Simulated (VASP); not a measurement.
# Sn (P6_3/mmc) in VASP: relaxation of cell and atoms with BLYP

Aim: the relaxation of cell and atoms of Sn with BLYP.

All numbers are computed with VASP 6.6.1; they aren't measurements. Logs are shortened: lines on timing, memory, paths and dates and some standing lists are left out, and cuts for length are marked.

## (1) The cell of the first run

It takes space group P6_3/mmc (No. 194, hexagonal). The conventional cell has a = 3.410 Å, b = 3.410 Å, c = 11.137 Å, α = 90.00°, β = 90.00°, γ = 120.00°. Sn (site symmetry -3m) has 12 Sn at 3.41 Å within 4.5 Å. Within 4.5 Å of Sn (site symmetry -6m2) lie 12 Sn at 3.41 Å.

This isn't the form of Sn at room conditions, which is tetragonal (white tin).

## (2) Relaxation of cell and atoms, BLYP

INCAR

```
  PREC = Accurate
  ENCUT = 600
  EDIFF = 1E-7
  ISMEAR = -1
  SIGMA = 0.1
  LREAL = F
  LASPH = T
  NELM = 80
  ALGO = Normal
  ISIF = 3
  LWAVE = F
  LCHARG = F
  GGA = B5
  ALDAX = 1.0
  AGGAX = 1.0
  AGGAC = 1.0
  ALDAC = 0.0
  IBRION = 2
  NSW = 80
  EDIFFG = -0.01
```

KPOINTS

```
Automatic mesh
0
Gamma
  11 11 3
```

POSCAR

```
Sn
1.0
    3.4098662044      0.0000000000      0.0000000000
   -1.7049331022      2.9530307565      0.0000000000
    0.0000000000      0.0000000000     11.1366230234
Sn
4
Direct
    0.0000000000      0.0000000000      0.0000000000
    0.0000000000      0.0000000000      0.5000000000
    0.3333333333      0.6666666667      0.2500000000
    0.6666666667      0.3333333333      0.7500000000
```

Potentials or basis: VASP PAW PBE potentials, release 64 (Sn_d).

The run is started by

```
cat potpaw_PBE.64/Sn_d/POTCAR > POTCAR
mpirun -np 1 vasp_std > vasp.out
```

OUTCAR:

```text
PREC = Accurate
   ENCUT = 600
   EDIFF = 1E-7
   ISMEAR = -1
   LREAL = F
   LASPH = T
   NELM = 80
   ISIF = 3
   GGA = B5
   IBRION = 2
   NSW = 80
   EDIFFG = -0.01

 ion  position               nearest neighbor table
   1  0.000  0.000  0.000-   3 3.41   4 3.41   3 3.41   4 3.41   4 3.41   3 3.41
   2  0.000  0.000  0.500-   3 3.41   4 3.41   3 3.41   4 3.41   4 3.41   3 3.41
   3  0.333  0.667  0.250-   1 3.41   2 3.41   1 3.41   2 3.41   1 3.41   2 3.41
   4  0.667  0.333  0.750-   1 3.41   2 3.41   1 3.41   2 3.41   1 3.41   2 3.41

  LATTYP: Found a hexagonal cell.
 ALAT       =     3.4098662044
 C/A-ratio  =     3.2660000000

  Lattice vectors:

 A1 = (   3.4098662044,   0.0000000000,   0.0000000000)
 A2 = (  -1.7049331022,   2.9530307565,   0.0000000000)
 A3 = (   0.0000000000,   0.0000000000,  11.1366230234)

Analysis of symmetry for initial positions (statically):
=====================================================================
 Subroutine PRICEL returns:
 Original cell was already a primitive cell.

 Routine SETGRP: Setting up the symmetry group for a
 hexagonal supercell.

 Subroutine GETGRP returns: Found 24 space group operations
 (whereof 12 operations were pure point group operations)
 out of a pool of 24 trial point group operations.

The static configuration has the point symmetry D_3d.
 The point group associated with its full space group is D_6h.

Analysis of symmetry for dynamics (positions and initial velocities):
=====================================================================
 Subroutine PRICEL returns:
 Original cell was already a primitive cell.

 Routine SETGRP: Setting up the symmetry group for a
 hexagonal supercell.

 Subroutine GETGRP returns: Found 24 space group operations
 (whereof 12 operations were pure point group operations)
 out of a pool of 24 trial point group operations.

The dynamic configuration has the point symmetry D_3d.
 The point group associated with its full space group is D_6h.

 Subroutine INISYM returns: Found 24 space group operations
 (whereof 12 operations are pure point group operations),
 and found     1 'primitive' translations

----------------------------------------------------------------------------------------

                                     Primitive cell

  volume of cell :     112.1396

  direct lattice vectors                    reciprocal lattice vectors
     3.409866204  0.000000000  0.000000000     0.293266639  0.169317573  0.000000000
[... 93 lines left out ...]
   NSW    =     80    number of steps for IOM
   IBRION =      2    ionic relax: 0-MD 1-quasi-New 2-CG
   NFREE  =      1    steps in history (QN), initial steepest desc. (CG)
   ISIF   =      3    stress and relaxation
   ISYM   =      2    0-nonsym 1-usesym 2-fastsym
   POTIM  = 0.5000    time-step for ionic-motion
   TEBEG  =    0.0;   TEEND  =   0.0 temperature during run
   PSTRESS=    0.0 pullay stress
   NELECT =      56.0000    total number of electrons
   NUPDOWN=      -1.0000    fix difference up-down
   EMIN   =  10.00;   EMAX   =-10.00  energy-range for DOS
   EFERMI =   0.00;   METHOD = LEGACY
   ISMEAR =    -1;   SIGMA  =   0.10  broadening in eV -4-tet -1-fermi 0-gaus
   EFERMI_NEDOS =   21; number of points for ismear=-14 and -15
   IALGO  =     38    algorithm
   IMIX   =      4    mixing-type and parameters
     AMIX     =   0.40;   BMIX     =  1.00
     AMIX_MAG =   1.60;   BMIX_MAG =  1.00
  volume/ion in A,a.u.               =      28.03       189.19
  Fermi-wavevector in a.u.,A,eV,Ry     =   1.298827  2.454427 22.952361  1.686951
  Thomas-Fermi vector in A             =   2.430130
   LORBIT       =      0    0 simple, 1 ext, 2 COOP (PROOUT), +10 PAW based schemes
   GGA     = B5    functional components
   LHFCALC =     F    Hartree Fock is set to
   AEXX    =    0.0000 exact exchange contribution
   IVDW    =     0    specifies the selected vdW correction
   LEPSILON=     F    determine dielectric tensor
   LRPA    =     F    only Hartree local field effects (RPA)
 conjugate gradient relaxation of ions
 non-spin polarized calculation
  energy-cutoff  :      600.00
  volume of cell :      112.14
 maximum number of plane-waves:      3764
 NGX is ok and might be reduce to    28
   NGX = 13   NGY = 13   NGZ = 45

--------------------------------------- Ionic step        1  -------------------------------------------

 number of electron      55.9999989 magnetization

 Free energy of the ion-electron system (eV)
  ---------------------------------------------------
  ext. energy  EPLUGINS =         0.00000000
  ---------------------------------------------------
  free energy    TOTEN  =       -11.74255759 eV

  energy without entropy =      -11.67755989  energy(sigma->0) =      -11.71005874

------------------------ aborting loop because EDIFF is reached ----------------------------------------

  FORCE on cell =-STRESS in cart. coord.  units (eV):
  Direction    XX          YY          ZZ          XY          YZ          ZX
  --------------------------------------------------------------------------------------
  -------------------------------------------------------------------------------------
  Total        2.7241597      2.7241597      3.2355723      0.0000000      0.0000000      0.0000000
  in kB       38.9210293     38.9210293     46.2277610      0.0000000      0.0000000      0.0000000
  external PRESSURE =      41.3566066 kB  Pullay stress =       0.0000000 kB
[... 139 lines left out ...]
--------------------------------------- Ionic step        5  -------------------------------------------

 number of electron      56.0000003 magnetization

 Free energy of the ion-electron system (eV)
  ---------------------------------------------------
  ext. energy  EPLUGINS =         0.00000000
  ---------------------------------------------------
  free energy    TOTEN  =       -11.87342426 eV

  energy without entropy =      -11.80028800  energy(sigma->0) =      -11.83685613

 E-fermi :   7.1882     XC(G=0):  -9.1885

 val. band max:        7.1863112541   @ k =   0.2727   0.0000   0.0000
 cond. band min:       7.2010262582   @ k =   0.2727   0.0000   0.0000
 fundamental gap:      0.0147150041
 Fermi energy:         7.1881721273

 k-point     1 :       0.0000    0.0000    0.0000
  band No.  band energies     occupation
      1     -14.3380      2.00000
      2     -14.3368      2.00000
      3     -14.3329      2.00000
      4     -14.3329      2.00000
      5     -14.3270      2.00000
      6     -14.3270      2.00000
[... 853 lines left out ...]
     32      10.5469      0.00000
     33      10.7945      0.00000

 [... further k-points ...]
[... 5 lines left out ...]
  --------------------------------------------------------------------------------------
  -------------------------------------------------------------------------------------
  Total       -0.0188453     -0.0188453      0.0376428      0.0000000      0.0000000      0.0000000
  in kB       -0.2453126     -0.2453126      0.4900016      0.0000000      0.0000000      0.0000000
  external PRESSURE =      -0.0002079 kB  Pullay stress =       0.0000000 kB
[... 19 lines left out ...]
  FREE ENERGIE OF THE ION-ELECTRON SYSTEM (eV)
  ---------------------------------------------------
  free  energy   TOTEN  =       -11.8734242624 eV

  energy  without entropy=      -11.8002880022  energy(sigma->0) =      -11.83685613

 reached required accuracy - stopping structural energy minimisation
```

OSZICAR:

```text
N       E                     dE             d eps       ncg     rms          rms(c)
DAV:   1     0.564799867481E+03    0.56480E+03   -0.31382E+04  2112   0.288E+03
DAV:   2     0.611614550822E+02   -0.50364E+03   -0.49951E+03  2112   0.639E+02
DAV:   3    -0.824538204959E+01   -0.69407E+02   -0.68595E+02  2490   0.209E+02
[... 53 lines left out ...]
DAV:   4    -0.118734230070E+02    0.63214E-05   -0.13794E-04  2397   0.126E-01    0.661E-03
DAV:   5    -0.118734234750E+02   -0.46801E-06   -0.96822E-06  2720   0.402E-02    0.309E-03
DAV:   6    -0.118734239135E+02   -0.43852E-06   -0.10021E-06  2200   0.171E-02    0.105E-03
DAV:   7    -0.118734242255E+02   -0.31198E-06   -0.18510E-07  1116   0.616E-03    0.234E-04
DAV:   8    -0.118734242624E+02   -0.36841E-07   -0.32674E-08  1098   0.180E-03
   5 F= -.11873424E+02 E0= -.11836856E+02  d E =-.842548E-04
```

CONTCAR:

```text
Sn
   1.00000000000000
     3.5096837099189928   -0.0000000000000000   -0.0000000000000000
    -1.7548418549594964    3.0394752520204023    0.0000000000000000
     0.0000000000000000    0.0000000000000000   11.5379369937289109
  Sn
     4
Direct
     0.0000000000000000    0.0000000000000000    0.0000000000000000
     0.0000000000000000    0.0000000000000000    0.5000000000000000
     0.3333333332999970    0.6666666667000030    0.2500000000000000
     0.6666666667000030    0.3333333332999970    0.7500000000000000

  0.00000000E+00  0.00000000E+00  0.00000000E+00
  0.00000000E+00  0.00000000E+00  0.00000000E+00
  0.00000000E+00  0.00000000E+00  0.00000000E+00
  0.00000000E+00  0.00000000E+00  0.00000000E+00
```

Run time: 18 min. Hardware: 1 thread of Intel Xeon 8259CL, shared host; peak memory 0.32 GiB.

Results:

```
Free energy                           : -11.8734 eV
Relaxed volume                        : 30.77 Å³/atom
Relaxed cell                          : a = 3.510 Å, b = 3.510 Å, c = 11.538 Å, α = 90.00°, β = 90.00°, γ = 120.00°
Space group after relaxing (to 0.1 Å) : P6_3/mmc (No. 194)
Energy gained by relaxing             : 32.7 meV/atom
Ionic steps                           : 5
Pressure after relaxing               : 0.0 GPa
Band gap on the k mesh                : zero (bands 28 and 29 overlap by 6.44 eV)
```

Step by step:
| step | energy change (eV) | largest force (eV/Å) | pressure (GPa) | volume (Å³) |
| --- | --- | --- | --- | --- |
| 1 | 0.0000 | 0.0000 | 4.14 | 112.14 |
| 2 | -0.1296 | 0.0000 | -0.34 | 124.30 |
| 3 | -0.1308 | 0.0000 | 0.01 | 123.07 |
| 4 | -0.1308 | 0.0000 | -0.06 | 123.30 |
| 5 | -0.1309 | 0.0000 | 0.00 | 123.08 |

Final structure:
```cif
data_structure
_symmetry_space_group_name_H-M 'P 1'
_symmetry_Int_Tables_number 1
_cell_length_a 3.5097
_cell_length_b 3.5097
_cell_length_c 11.5379
_cell_angle_alpha 90.000
_cell_angle_beta 90.000
_cell_angle_gamma 120.000
_cell_volume 123.08
loop_
_atom_site_label
_atom_site_type_symbol
_atom_site_fract_x
_atom_site_fract_y
_atom_site_fract_z
_atom_site_occupancy
Sn1 Sn 0.00000 0.00000 0.00000 1
Sn2 Sn 0.00000 0.00000 0.50000 1
Sn3 Sn 0.33333 0.66667 0.25000 1
Sn4 Sn 0.66667 0.33333 0.75000 1
```

Caveat: the PAW data sets were made with another functional, which shifts forces and pressure a little; spin-orbit coupling is left out, which moves the levels of the heavy elements.
